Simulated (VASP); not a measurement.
**Na16N (a cell with a defect): single point with PBEsol**

Na16N (a cell with a defect):

```
Na N
1.0
     8.46000    0.00000    0.00000
     0.00000    8.46000    0.00000
     0.00000    0.00000    8.46000
Na N
16 1
Direct
  0.99901 0.98533 0.98811
  0.53900 0.04173 0.99814
  0.05863 0.52713 0.98187
  0.04929 0.87910 0.54273
  0.22989 0.31247 0.22219
  0.53689 0.46288 0.05265
  0.51641 0.07600 0.58304
  0.89024 0.19935 0.22076
  0.93422 0.45002 0.52143
  0.30706 0.67152 0.29381
  0.22999 0.24141 0.75930
  0.48892 0.44116 0.46580
  0.82572 0.80021 0.25634
  0.84165 0.22092 0.82351
  0.33966 0.75000 0.72007
  0.71928 0.70968 0.65768
  0.08845 0.25586 0.96040
```

```json
{
 "Program": "VASP 6.6.1",
 "Task": "single point",
 "Functional": "PBEsol",
 "Potentials or basis": "VASP PAW PBE potentials, release 64 (Na_pv, N)",
 "Cutoff": "520 eV",
 "k mesh": "2 × 2 × 2",
 "Occupations": "fermi-dirac, width 0.15 eV",
 "Spin": "no spin polarisation",
 "Dipole correction": "no",
 "Further INCAR settings": "LREAL = Auto; ALGO = Normal; EDIFF = 1e-07; NBANDS = 72"
}
```

The pressure is 0.6 GPa and the largest force is 1.904 eV/Å. The band gap on the k mesh is zero (an odd number of electrons rules out a gap without spin polarisation).

Forces on the atoms (eV/Å):
```
Na   0.792 -0.220 -0.274
Na  -0.203 -0.214  0.175
Na  -0.159 -0.011 -0.190
Na   0.009  0.336 -0.005
Na  -0.171 -0.632 -0.433
Na   0.247  0.112 -0.296
Na   0.256 -0.182 -0.355
Na  -0.162  0.349 -0.045
Na   0.266  0.023 -0.104
Na  -0.201  0.723 -0.109
Na   0.528  0.041 -0.645
Na   0.418 -0.143  0.315
Na  -0.400 -0.362  0.020
Na   0.019  0.409 -0.173
Na  -0.024 -0.203  0.274
Na  -0.079  0.163  0.326
N   -1.135 -0.189  1.517
```

Stress tensor (GPa, compression positive):
```
 0.62 -0.42 -0.36
-0.42  0.66 -0.06
-0.36 -0.06  0.40
```

Levels at points of the mesh, in eV from the Fermi level:
```
           k point  band 54  band 55  band 56  band 57  band 58  band 59  band 60  band 61  band 62  band 63
(0.00, 0.00, 0.00)    -1.05    -0.83    -0.54    -0.51    -0.42    -0.19     0.84     0.89     0.93     0.99
(0.50, 0.00, 0.00)    -1.16    -0.65    -0.40    -0.31    -0.22    -0.02     0.13     0.17     0.33     1.32
(0.00, 0.50, 0.00)    -1.15    -0.57    -0.47    -0.44    -0.38     0.01     0.16     0.23     0.44     1.31
(0.00, 0.00, 0.50)    -1.22    -0.69    -0.49    -0.41    -0.38    -0.03     0.11     0.45     0.55     1.32
(0.50, 0.50, 0.00)    -1.37    -0.99    -0.81    -0.07     0.04     0.13     0.23     0.33     0.47     0.95
(0.00, 0.50, 0.50)    -1.31    -0.93    -0.81    -0.14     0.00     0.06     0.25     0.38     0.51     0.90
(0.50, 0.00, 0.50)    -1.31    -0.99    -0.80     0.01     0.04     0.05     0.18     0.31     0.41     0.98
(0.50, 0.50, 0.50)    -1.62    -1.45    -1.19    -0.52    -0.47    -0.34    -0.33     1.98     2.04     2.21
```

Wall time 17 min on 1 thread of AMD EPYC 7R43 64-Core Processor (Zen 3), with other jobs on the host, peak memory 0.6 GiB.

Caveat: the k points lie up to 0.37 Å⁻¹ apart, too coarse for converged energies and pressures of a metal; the PAW data sets were made with another functional, which shifts forces and pressure a little.
